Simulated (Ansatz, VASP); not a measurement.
**GaN: VASP beside Ansatz**

```xyz
2
Lattice="3.1787 0.0000 0.0000 -1.5893 2.7528 0.0000 0.0000 0.0000 23.8000" Properties=species:S:1:pos:R:3 pbc="T T T"
Ga    0.0000    1.8352    7.0000
N     1.5893    0.9176    7.0000
```

Alike in both runs: functional PBEsol; dispersion D3(BJ); k mesh 12 × 12 × 1; occupations gaussian, width 0.03 eV; no spin polarisation.

Ansatz relaxed the structure, and its values are those at the end. VASP's run is a single point on that final structure, the one shown.

```csv
,VASP,Ansatz
version,VASP 6.6.1,Ansatz 0.2.0
potentials or method,"VASP PAW PBE potentials, release 64 (Ga_d, N), cutoff 520 eV","scalar-relativistic, plane waves, PAW"
valence electrons in the cell,18,18
```

VASP gave:

| Quantity | Value |
| --- | --- |
| gap on the k mesh at the Fermi level (eV) | 2.36 |
| least direct gap on the mesh (eV) | 2.60 |

**Question.** Estimate Ansatz's values.

**Answer.** gap on the k mesh at the Fermi level (eV): 2.35; least direct gap on the mesh (eV): 2.59.

VASP's potentials were made for PBE, not for PBEsol, and Ansatz warns of the same on its side. Ansatz's warnings: slab cell height set, structure snapped to symmetry, xc potential rough in thin density.
